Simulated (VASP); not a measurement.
Write the native input for VASP 6.6.1 that does the following.

```
Task                   : single point
Functional             : PBEsol
Potentials or basis    : VASP PAW PBE potentials, release 64 (K_sv, I)
Cutoff                 : 520 eV
k mesh                 : 8 × 8 × 8
Occupations            : fermi-dirac, width 0.01 eV
Spin                   : no spin polarisation
Dipole correction      : no
Further INCAR settings : ALGO = Normal; EDIFF = 1e-06; NBANDS = 15
```

The structure of KI lies in POSCAR:

```
KI
1.0
    0.0000000000      3.5950410000      3.5245500000
    3.5950410000      0.0000000000      3.5245500000
    3.5950410000      3.5950410000      0.0000000000
K I
1 1
Direct
    0.0000000000      0.0000000000      0.0000000000
    0.5000000000      0.5000000000      0.5000000000
```

This cell differs from its parent crystal: equal xx and yy strain of +2 %.

One way to write it, as run:

INCAR

```
SYSTEM = KI
  ALGO = Normal
  EDIFF = 1E-6
  ENCUT = 520
  GGA = PS
  ISIF = 2
  ISMEAR = -1
  LASPH = .True.
  LCHARG = .False.
  LREAL = .False.
  LWAVE = .False.
  NBANDS = 15
  NELM = 80
  PREC = Accurate
  SIGMA = 0.01
```

KPOINTS

```
k-points
0
Gamma
  8 8 8
  0 0 0
```

Potentials or basis: VASP PAW PBE potentials, release 64 (K_sv, I).

Launch:

```bash
$ cat potpaw_PBE.64/K_sv/POTCAR potpaw_PBE.64/I/POTCAR > POTCAR
$ mpirun -np 1 vasp_std > vasp.out
```

Results of the run:

```
Pressure               : -0.6 GPa
Band gap on the k mesh : 3.75 eV, direct
```

Caveat: the cell differs from its parent crystal (equal xx and yy strain of +2 %); the PAW data sets were made with another functional, which shifts forces and pressure a little; spin-orbit coupling is left out, which moves the levels of the heavy elements.

Wall time 46 s on 1 thread of Intel(R) Xeon(R) 6975P-C (Granite Rapids) (shared host), peak memory 0.28 GiB.
